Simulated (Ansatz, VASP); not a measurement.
**Two plane-wave programs on TiAl**

File POSCAR:

```
TiAl
1.0
    3.0762052759      0.0000000000      0.0000000000
    0.0000000000      3.0762052759      0.0000000000
    0.0000000000      0.0000000000      3.1237754606
Ti Al
1 1
Direct
    0.0000000000      0.0000000000      0.0000000000
    0.5000000000      0.5000000000      0.5000000000
```

The input INCAR.step1:

```
SYSTEM = TiAl
PREC = Accurate ; ENCUT = 520
ISMEAR = 0 ; SIGMA = 0.15
LREAL = .FALSE. ; LASPH = .TRUE.
NELM = 80 ; NBANDS = 14
GGA = PE ; ALGO = Normal
EDIFF = 1E-4 ; LWAVE = .TRUE.
LCHARG = .FALSE.
```

INCAR.step2

```
SYSTEM = TiAl
PREC = Accurate ; ENCUT = 520
EDIFF = 1E-6 ; ISMEAR = 0
SIGMA = 0.15 ; LREAL = .FALSE.
LASPH = .TRUE. ; NELM = 80
ALGO = Normal ; ISIF = 2
LWAVE = .FALSE. ; LCHARG = .FALSE.
METAGGA = R2SCAN ; LMIXTAU = .TRUE.
NBANDS = 14 ; ISTART = 1
```

The input KPOINTS:

```
Automatic mesh
0
G
  20 20 20
  0 0 0
```

Input for Ansatz:

```yaml
crystal:
  lattice:
    - [3.0762052759, 0.0, 0.0]
    - [0.0, 3.0762052759, 0.0]
    - [0.0, 0.0, 3.1237754606]
  atoms:
    - { symbol: Ti, position: [0.0, 0.0, 0.0] }
    - { symbol: Al, position: [0.5, 0.5, 0.5] }
basis:
  ecutwfc: 500
kpoints:
  mp_grid: { grid: [20, 20, 20] }
hamiltonian:
  xc: r2scan
scf:
  occupations: { method: gaussian, width: 0.15 }
output:
  forces: true
  stress: true
  eigenvalues: true
```

Change from the starting cell: strain -0.030 along x and y, -0.015 along z, atoms carried along.

Alike in both runs: task single point; functional r2SCAN; k mesh 20 × 20 × 20; occupations gaussian, width 0.15 eV; no spin polarisation.

```csv
,VASP,Ansatz
version,VASP 6.6.1,Ansatz 0.2.0
potentials or method,"VASP PAW PBE potentials, release 64 (Ti_sv, Al), cutoff 520 eV","scalar-relativistic, plane waves, PAW"
valence electrons in the cell,15,15
```

|  | VASP | Ansatz | Ansatz less VASP |
| --- | --- | --- | --- |
| gap on the k mesh at the Fermi level (eV) | none | none | - |
| pressure (GPa) | 10.8 | 10.7 | -0.12 |
| traceless stress, the component that is largest in VASP (GPa) | 0.31 | 0.30 | -0.005 |

VASP's potentials were made for PBE, not for r2SCAN. A gap of «none» marks a metal or a gap that the smearing closes.
